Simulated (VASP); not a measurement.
Gd: single point with BLYP

The system is Gd.

```
Gd
1.0
     3.68958    0.00000    0.00000
    -1.84479    3.19527    0.00000
     0.00000    0.00000    5.90245
Gd
2
Direct
  0.33333 0.66667 0.25000
  0.66667 0.33333 0.75000
```

```yaml
Program: VASP 6.6.1
Task: single point
Functional: BLYP
Potentials_or_basis: VASP PAW PBE potentials, release 64 (Gd)
Cutoff: 520 eV
k_mesh: 10 × 10 × 6
Occupations: fermi-dirac, width 0.05 eV
Spin: collinear spin, ferromagnetic start
Starting_moments: "[7.0, 7.0] μB"
```

```yaml
Pressure: 0.1 GPa
Net_moment: 14.94 μB per cell
Site_moments: Gd +6.92 μB
Valence_electrons_inside_the_program's_atomic_spheres: Gd 15.21
```

Levels at points of the mesh, in eV from the Fermi level:
Spin up:
| k point | band 22 | band 23 | band 24 | band 25 | band 26 | band 27 | band 28 | band 29 |
| --- | --- | --- | --- | --- | --- | --- | --- | --- |
| (0.00, 0.00, 0.00) | -4.66 | -4.66 | -2.25 | 1.15 | 1.33 | 1.33 | 1.44 | 1.89 |
| (0.50, 0.00, 0.00) | -4.67 | -1.94 | -1.52 | -1.11 | 0.06 | 1.11 | 1.13 | 1.73 |
| (0.00, 0.00, 0.50) | -4.66 | -3.34 | -3.34 | 0.56 | 0.56 | 1.26 | 1.26 | 1.26 |
| (0.50, 0.00, 0.50) | -4.68 | -1.94 | -1.94 | -0.33 | -0.33 | 1.57 | 1.57 | 2.49 |
Spin down:
```
           k point  band 6  band 7  band 8  band 9  band 10  band 11  band 12  band 13  band 14  band 15
(0.00, 0.00, 0.00)  -20.09  -20.09  -20.07   -4.10    -1.47     0.24     0.27     0.31     0.38     0.38
(0.50, 0.00, 0.00)  -20.36  -20.26  -20.17   -1.13    -0.87    -0.56     0.27     0.34     0.39     0.41
(0.00, 0.00, 0.50)  -20.14  -20.14  -20.14   -2.63    -2.63     0.17     0.17     0.34     0.34     0.37
(0.50, 0.00, 0.50)  -20.27  -20.26  -20.26   -1.31    -1.31     0.15     0.15     0.37     0.37     0.40
```

Run time: 6.6 min on 1 thread of Intel(R) Xeon(R) Platinum 8488C (Sapphire Rapids) (shared host), peak memory 0.34 GiB.

Caveat: the PAW data sets were made with another functional, which shifts forces and pressure a little; spin-orbit coupling is left out, which moves the levels of the heavy elements. The state reached can hang on the start; a lower one may exist.
